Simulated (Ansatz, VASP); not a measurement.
## Two plane-wave programs on CdSe

```
Cd Se
1.0
     4.57448    0.00000    0.00000
    -2.28724    3.96161    0.00000
     0.00000    0.00000    5.90062
Cd Se
2 2
Direct
  0.33333 0.66667 0.00000
  0.66667 0.33333 0.50000
  0.33333 0.66667 0.50000
  0.66667 0.33333 0.00000
```

Alike in both runs: functional PBEsol; k mesh 6 × 6 × 4; occupations gaussian, width 0.1 eV; no spin polarisation.

Ansatz relaxed the structure, and its values are those at the end. VASP's run is a single point on that final structure, the one shown.

|  | VASP | Ansatz |
| --- | --- | --- |
| version | VASP 6.6.1 | Ansatz 0.2.0 |
| potentials or method | VASP PAW PBE potentials, release 64 (Cd, Se), cutoff 500 eV | scalar-relativistic, plane waves, PAW |
| valence electrons in the cell | 36 | 72 |

```tsv
	VASP	Ansatz	Ansatz less VASP
gap on the k mesh at the Fermi level (eV)	0.08	0.10	+0.015
least direct gap on the mesh (eV)	0.39	0.42	+0.027
pressure (GPa)	0.4	0.0	-0.38
```

VASP's potentials were made for PBE, not for PBEsol. With one functional, cell and mesh, what is left measures potentials, basis and numerics. VASP's potentials hold 36 valence electrons a cell and Ansatz's 72, so a difference there can come from the potentials and not from the codes.
